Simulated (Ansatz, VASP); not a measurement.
**Nb in VASP and in Ansatz**

The input INCAR:

```
  ALGO = Normal
  EDIFF = 1E-6
  EDIFFG = -0.005
  ENCUT = 600
  GGA = PS
  IBRION = 2
  ISIF = 3
  ISMEAR = -1
  LASPH = True
  LCHARG = False
  LREAL = False
  LWAVE = False
  NELM = 100
  NSW = 60
  PREC = Accurate
  SIGMA = 0.05
```

Contents of KPOINTS:

```
k-points
0
Gamma
  16 16 16
```

The input POSCAR:

```
Nb
1.0
    0.0000000000      2.0603678609      2.0603678609
    2.0603678609      0.0000000000      2.0603678609
    2.0603678609      2.0603678609      0.0000000000
Nb
1
Direct
    0.0000000000      0.0000000000      0.0000000000
```

Input for Ansatz:

```yaml
crystal:
  lattice:
    - [0.0, 2.0603678609, 2.0603678609]
    - [2.0603678609, 0.0, 2.0603678609]
    - [2.0603678609, 2.0603678609, 0.0]
  atoms:
    - { symbol: Nb, position: [0.0, 0.0, 0.0] }
kpoints:
  mp_grid: { grid: [16, 16, 16] }
scf:
  occupations: { method: fermi_dirac, width: 0.05 }
hamiltonian:
  xc: pbesol
  pseudopotentials: { kind: paw }
output:
  forces: true
  stress: true
  write_density: true
  write_potential: true
  elf: true
  volumetric_format: npy
relax:
  f_tol: 0.005
  max_steps: 40
  cell: {}
```

Alike in both runs: task relaxation of cell and atoms; functional PBEsol; k mesh 16 × 16 × 16; occupations fermi-dirac, width 0.05 eV; no spin polarisation.

|  | VASP | Ansatz |
| --- | --- | --- |
| version | VASP 6.6.1 | Ansatz 0.2.0 |
| potentials or method | VASP PAW PBE potentials, release 64 (Nb_sv) | PAW with Ansatz's default frozen-core files, scalar-relativistic |
| plane-wave cutoff (eV) | 600 | 420 |
| valence electrons in the cell | 13 | 13 |

Ansatz gave:

- relaxed volume (Å³/atom): 18.14
- relaxed cell length with the largest relative difference (Å): 2.949

Task: Which values does VASP return?

Result: Relaxed volume (Å³/atom): 18.11; relaxed cell length with the largest relative difference (Å): 2.948.

VASP's potentials were made for PBE, not for PBEsol.
